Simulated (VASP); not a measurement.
## W: single point with PBE

Crystal: W.

```xyz
1
Lattice="-1.5665 1.5823 1.5823 1.5823 -1.5665 1.5823 1.5823 1.5823 -1.5665" Properties=species:S:1:pos:R:3 pbc="T T T"
W     0.0000    0.0000    0.0000
```

```json
{
 "Program": "VASP 6.6.1",
 "Task": "single point",
 "Functional": "PBE",
 "Potentials or basis": "VASP PAW PBE potentials, release 64 (W_sv)",
 "Cutoff": "520 eV",
 "k mesh": "15 × 15 × 15",
 "Occupations": "fermi-dirac, width 0.1 eV",
 "Spin": "no spin polarisation",
 "Dipole correction": "no",
 "Further INCAR settings": "ALGO = Normal; EDIFF = 1e-06; NBANDS = 13"
}
```

* Pressure: 6.4 GPa
* Band gap on the k mesh: zero (bands 7 and 8 overlap by 5.62 eV)

Stress tensor (GPa, compression positive):
```
 6.40 -1.58 -1.58
-1.58  6.40 -1.58
-1.58 -1.58  6.40
```

Levels at points of the mesh, in eV from the Fermi level:
```
           k point  band 4  band 5  band 6  band 7  band 8  band 9  band 10  band 11
(0.00, 0.00, 0.00)  -37.70   -9.61   -1.30   -1.30   -1.02    2.30     2.30    14.46
```

Wall time 34 s on 1 thread of Intel(R) Xeon(R) Platinum 8259CL CPU @ 2.50GHz (Skylake/Cascade Lake), on a shared host, peak memory 0.18 GiB.

Caveat: the cell stands under pressure; spin-orbit coupling is left out, which moves the levels of the heavy elements.
